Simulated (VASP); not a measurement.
Write the native input for VASP 6.6.1 that does the following.

| Property | Result |
| --- | --- |
| Task | single point |
| Functional | LDA |
| Potentials or basis | VASP PAW LDA potentials, release 64 (Ga_d, P) |
| Cutoff | 520 eV |
| k mesh | 12 × 12 × 4 |
| Occupations | gaussian, width 0.1 eV |
| Spin | no spin polarisation |
| Dipole correction | no |
| Further INCAR settings | ALGO = Fast; EDIFF = 1e-07; NBANDS = 66 |

The structure of GaP lies in POSCAR:

```
GaP
1.0
    2.3270248609     -2.4779085347      0.0000000000
    2.3270248609      2.4779085347      0.0000000000
    0.0000000000      0.0000000000     13.3612433408
Ga P
6 6
Direct
    0.8967598530      0.1032401470      0.5909677766
    0.1032401470      0.8967598530      0.4090322234
    0.1032401470      0.8967598530      0.0909677766
    0.8967598530      0.1032401470      0.9090322234
    0.4124889156      0.5875110844      0.2500000000
    0.5875110844      0.4124889156      0.7500000000
    0.6070370420      0.3929629580      0.0721411991
    0.3929629580      0.6070370420      0.9278588009
    0.3929629580      0.6070370420      0.5721411991
    0.6070370420      0.3929629580      0.4278588009
    0.8889338068      0.1110661932      0.2500000000
    0.1110661932      0.8889338068      0.7500000000
```

These files were run (other wordings do the same):

INCAR

```
PREC = Accurate ; ENCUT = 520
EDIFF = 1E-7 ; ISMEAR = 0
SIGMA = 0.1 ; LREAL = F
LASPH = T ; NELM = 100
ALGO = Fast ; ISIF = 2
LWAVE = F ; LCHARG = T
GGA = CA ; LELF = T
LVHAR = T ; NBANDS = 66
```

KPOINTS

```
regular mesh
0
Gamma
  12 12 4
```

Potentials or basis: VASP PAW LDA potentials, release 64 (Ga_d, P).

Command:

```console
$ cat potpaw_LDA.64/Ga_d/POTCAR potpaw_LDA.64/P/POTCAR > POTCAR
$ mpirun -np 1 vasp_std > vasp.out
```

Results of the run:

* Pressure: 31.0 GPa
* Largest force: 0.031 eV/Å
* Band gap on the k mesh: zero (bands 54 and 55 overlap by 4.33 eV)

Caveat: the cell stands under pressure.

It took 24 min on 1 thread of Oxide Virtual Turin-like Processor, with other jobs on the host, peak memory 0.82 GiB.
